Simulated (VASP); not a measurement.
# Cu (P4/nmm) in VASP: further runs, part 2 of 2

VASP 6.6.1. The steps go on from the part before.

## (3) Single point, LDA (atoms displaced along a vibrational mode)

Contents of INCAR:

```
  PREC = Accurate
  ENCUT = 520
  EDIFF = 1E-7
  ISMEAR = 0
  SIGMA = 0.15
  LREAL = False
  LASPH = True
  NELM = 60
  ALGO = Fast
  ISIF = 2
  LWAVE = False
  LCHARG = False
  GGA = CA
  NBANDS = 18
```

Contents of KPOINTS:

```
regular mesh
0
Gamma
  18 18 14
```

Contents of POSCAR:

```
Cu
1.0
    0.0000000000     -1.8075000000     -1.8075000000
    0.0000000000      1.8075000000     -1.8075000000
    3.6150000000      0.0000000000      0.0000000000
Cu
2
Direct
    0.5000000000      0.5000000000      0.5622406639
    0.0000000000      0.0000000000     -0.0622406639
```

Potentials or basis: VASP PAW LDA potentials, release 64 (Cu).

Launch:

```
cat potpaw_LDA.64/Cu/POTCAR > POTCAR
mpirun -np 1 vasp_std > vasp.out
```

Wall time 2.3 min (1 thread of Intel Xeon Platinum 8488C (Sapphire Rapids), shared host); peak memory 0.25 GiB.

The run converged. Its results:

```
Free energy            : -8.7225 eV
Pressure               : 7.0 GPa
Largest force          : 3.022 eV/Å
Band gap on the k mesh : zero (bands 11 and 12 overlap by 6.34 eV)
```

Forces on the atoms (eV/Å):
```
Cu  -3.022  0.000  0.000
Cu   3.022  0.000  0.000
```

Stress tensor (GPa, compression positive):
```
4.72 0.00 0.00
0.00 8.21 0.00
0.00 0.00 8.21
```

Levels at points of the mesh, in eV from the Fermi level:
```
           k point  band 9  band 10  band 11  band 12  band 13  band 14
(0.00, 0.00, 0.00)   -1.68    -1.68    -1.62     2.50     6.20    12.92
(0.50, 0.00, 0.00)   -1.79    -1.79    -0.47    -0.47     8.29     8.29
(0.50, 0.50, 0.00)   -1.71    -1.71     1.46     1.46     7.14     7.14
(0.00, 0.00, 0.50)   -2.11    -2.11    -1.81    -1.68    15.72    15.72
(0.50, 0.00, 0.50)   -1.55    -1.55    -0.78    -0.78     3.58     3.58
(0.50, 0.50, 0.50)   -1.71    -1.71     4.66     4.66     7.86     7.86
```

Caveat: the cell differs from its parent crystal (atoms displaced along a vibrational mode); the cell stands under pressure; forces of over 1 eV/Å act on the atoms, so gaps and moduli don't describe the material at rest.

## (4) Single point, LDA (atoms displaced along a vibrational mode)

Contents of INCAR:

```
  PREC = Accurate
  ENCUT = 520
  EDIFF = 1E-6
  ISMEAR = 0
  SIGMA = 0.15
  LREAL = False
  LASPH = True
  NELM = 100
  ALGO = Fast
  ISIF = 2
  LWAVE = False
  LCHARG = True
  LELF = True
  LVHAR = True
  NBANDS = 18
```

Contents of KPOINTS:

```
Automatic mesh
0
Gamma
  18 18 14
```

Contents of POSCAR:

```
Cu
1.0
    0.0000000000     -1.8075000000     -1.8075000000
    0.0000000000      1.8075000000     -1.8075000000
    3.6150000000      0.0000000000      0.0000000000
Cu
2
Direct
    0.5000000000      0.5000000000      0.4585062241
    0.0000000000      0.0000000000      0.0414937759
```

Potentials or basis: VASP PAW LDA potentials, release 64 (Cu).

Launch:

```
cat potpaw_LDA.64/Cu/POTCAR > POTCAR
mpirun -np 1 vasp_std > vasp.out
```

OUTCAR:

```text
PREC = Accurate
   ENCUT = 520
   EDIFF = 1E-6
   ISMEAR = 0
   LREAL = False
   LASPH = True
   NELM = 100
   ISIF = 2

 ion  position               nearest neighbor table
   1  0.500  0.500  0.459-   2 2.35   2 2.35   2 2.35   2 2.35   2 2.78   2 2.78   2 2.78   2 2.78

   2  0.000  0.000  0.041-   1 2.35   1 2.35   1 2.35   1 2.35   1 2.78   1 2.78   1 2.78   1 2.78

  LATTYP: Found a simple tetragonal cell.
 ALAT       =     2.5561910140
 C/A-ratio  =     1.4142135624

  Lattice vectors:

[... 696 lines left out ...]

  FORCE on cell =-STRESS in cart. coord.  units (eV):
  Direction    XX          YY          ZZ          XY          YZ          ZX
  --------------------------------------------------------------------------------------
  -------------------------------------------------------------------------------------
  Total       -0.5784008     -0.4599655     -0.4599655      0.0000000      0.0000000      0.0000000
  in kB      -39.2323718    -31.1990173    -31.1990173      0.0000000      0.0000000      0.0000000
  external PRESSURE =     -33.8768022 kB  Pullay stress =       0.0000000 kB

 VOLUME and BASIS-vectors are now :
 -----------------------------------------------------------------------------
  energy-cutoff  :      520.00
  volume of cell :       23.62
      direct lattice vectors                 reciprocal lattice vectors
     0.000000000 -1.807500000 -1.807500000     0.000000000 -0.276625173 -0.276625173
     0.000000000  1.807500000 -1.807500000     0.000000000  0.276625173 -0.276625173
     3.615000000  0.000000000  0.000000000     0.276625173  0.000000000  0.000000000

 POSITION                                       TOTAL-FORCE (eV/Angst)
 -----------------------------------------------------------------------------------
      1.65750      0.00000     -1.80750         1.851416      0.000000     -0.000000
      0.15000      0.00000      0.00000        -1.851416      0.000000      0.000000
 -----------------------------------------------------------------------------------
    total drift:                               -0.000000      0.000000      0.000000

  FREE ENERGIE OF THE ION-ELECTRON SYSTEM (eV)
  ---------------------------------------------------
  free  energy   TOTEN  =        -9.0852673126 eV

  energy  without entropy=       -9.0789559873  energy(sigma->0) =       -9.08211165
```

stdout:

```text
POSCAR found type information on POSCAR Cu
 POSCAR found :  1 types and       2 ions
 scaLAPACK will be used
 LDA part: xc-table for (Slater(with rela. corr.)+CA(PZ))
 , standard interpolation
 POSCAR, INCAR and KPOINTS ok, starting setup
 FFT: planning ... GRIDC
 FFT: planning ... GRID_SOFT
 FFT: planning ... GRID
 WAVECAR not read
 entering main loop
WARNING in EDDRMM: call to ZHEGV failed, returncode =   6  3     15
```

It took 1.7 min on 1 thread of Intel Xeon Platinum 8488C (Sapphire Rapids), shared host; peak memory 0.25 GiB.

What came out:

* Free energy: -9.0853 eV
* Pressure: -3.4 GPa
* Largest force: 1.851 eV/Å
* Band gap on the k mesh: zero (bands 11 and 12 overlap by 6.92 eV)

Forces in eV/Å, atoms in the order of the input:
```
Cu   1.851  0.000  0.000
Cu  -1.851  0.000  0.000
```

Stress tensor (GPa, compression positive):
```
-3.92  0.00  0.00
 0.00 -3.12  0.00
 0.00  0.00 -3.12
```

Levels at points of the mesh, in eV from the Fermi level:
| k point | band 7 | band 8 | band 9 | band 10 | band 11 | band 12 | band 13 | band 14 | band 15 | band 16 |
| --- | --- | --- | --- | --- | --- | --- | --- | --- | --- | --- |
| (0.00, 0.00, 0.00) | -2.46 | -2.39 | -1.66 | -1.59 | -1.59 | 1.95 | 6.68 | 12.97 | 12.97 | 17.66 |
| (0.50, 0.00, 0.00) | -3.04 | -3.04 | -1.96 | -1.96 | -0.39 | -0.39 | 8.82 | 8.82 | 11.84 | 11.84 |
| (0.50, 0.50, 0.00) | -1.66 | -1.66 | -1.61 | -1.61 | 1.48 | 1.48 | 7.12 | 7.12 | 13.28 | 13.28 |
| (0.00, 0.00, 0.50) | -2.84 | -2.36 | -2.14 | -2.14 | -2.06 | -1.77 | 16.14 | 16.14 | 16.86 | 17.93 |
| (0.50, 0.00, 0.50) | -1.94 | -1.94 | -1.62 | -1.62 | -0.86 | -0.86 | 3.65 | 3.65 | 21.32 | 21.33 |
| (0.50, 0.50, 0.50) | -2.22 | -2.22 | -1.61 | -1.61 | 5.15 | 5.15 | 7.29 | 7.29 | 8.15 | 8.15 |

Caveat: the cell differs from its parent crystal (atoms displaced along a vibrational mode); the cell stands under tension; forces of over 1 eV/Å act on the atoms, so gaps and moduli don't describe the material at rest.

## (5) Single point, LDA (atoms displaced along a vibrational mode)

Contents of INCAR:

```
SYSTEM = Cu
ALGO = Fast ; EDIFF = 1E-7
ENCUT = 520 ; GGA = CA
ISIF = 2 ; ISMEAR = 0
LASPH = .True. ; LCHARG = .False.
LREAL = .False. ; LWAVE = .False.
NBANDS = 18 ; NELM = 80
PREC = Accurate ; SIGMA = 0.15
```

Contents of KPOINTS:

```
k-points
0
Gamma
  18 18 14
  0 0 0
```

Contents of POSCAR:

```
Cu
1.0
    0.0000000000     -1.8075000000     -1.8075000000
    0.0000000000      1.8075000000     -1.8075000000
    3.6150000000      0.0000000000      0.0000000000
Cu
2
Direct
    0.5000000000      0.5000000000      0.5207468880
    0.0000000000      0.0000000000     -0.0207468880
```

Launch:

```
cat potpaw_LDA.64/Cu/POTCAR > POTCAR
mpirun -np 1 vasp_std > vasp.out
```

Run time: 1.8 min. Hardware: 1 thread of Intel Xeon Platinum 8488C (Sapphire Rapids), shared host; peak memory 0.24 GiB.

It converged, with:

| Property | Result |
| --- | --- |
| Free energy | -9.2868 eV |
| Pressure | -9.7 GPa |
| Largest force | 0.866 eV/Å |
| Band gap on the k mesh | zero (bands 11 and 12 overlap by 7.51 eV) |

Forces in eV/Å, atoms in the order of the input:
```
Cu  -0.866  0.000  0.000
Cu   0.866  0.000  0.000
```

Stress tensor (GPa, compression positive):
```
-9.91  0.00  0.00
 0.00 -9.58  0.00
 0.00  0.00 -9.58
```

Levels at points of the mesh, in eV from the Fermi level:
```tsv
k point	band 7	band 8	band 9	band 10	band 11	band 12	band 13	band 14	band 15	band 16
(0.00, 0.00, 0.00)	-2.30	-2.28	-1.68	-1.55	-1.55	1.60	6.99	12.99	12.99	17.64
(0.50, 0.00, 0.00)	-2.73	-2.73	-2.14	-2.14	-0.35	-0.35	9.37	9.37	11.22	11.22
(0.50, 0.50, 0.00)	-1.56	-1.56	-1.55	-1.55	1.48	1.48	7.10	7.10	13.07	13.07
(0.00, 0.00, 0.50)	-2.62	-2.37	-2.25	-2.25	-2.13	-1.85	16.57	16.57	17.47	17.47
(0.50, 0.00, 0.50)	-1.75	-1.75	-1.66	-1.66	-0.95	-0.95	3.70	3.70	21.24	21.24
(0.50, 0.50, 0.50)	-2.26	-2.26	-1.55	-1.55	5.65	5.65	6.73	6.73	8.28	8.28
```

Caveat: the cell differs from its parent crystal (atoms displaced along a vibrational mode); the cell stands under tension.

## (6) Overview

| cell | further INCAR settings | gap on the mesh (eV) | pressure (GPa) | largest force (eV/Å) |
| --- | --- | --- | --- | --- |
| as given, atomic positions A | ALGO = Fast; EDIFF = 1e-06; NBANDS = 18 | none | 22.7 | 4.42 |
| as given, atomic positions B | ALGO = Fast; EDIFF = 1e-07; NBANDS = 18 | none | 7.0 | 3.02 |
| as given, atomic positions C | ALGO = Fast; EDIFF = 1e-06; NBANDS = 18 | none | -3.4 | 1.85 |
| as given, atomic positions D | ALGO = Fast; EDIFF = 1e-07; NBANDS = 18 | none | -9.7 | 0.87 |

Alike in all rows: task single point; level LDA; potentials or basis VASP PAW LDA potentials, release 64 (Cu); no spin polarisation; k mesh 18 × 18 × 14; cutoff (eV) 520; smearing gaussian 0.15 eV.

Caveats: forces of over 1 eV/Å act on the atoms, so gaps and moduli don't describe the material at rest (at least some runs); the cell stands under tension (at least some runs); the stress differs along the axes, from 16 to 26 GPa (at least some runs); the cell stands under pressure (at least some runs).

Total energies depend on the potentials used, so only differences within one code and one set of settings carry meaning.
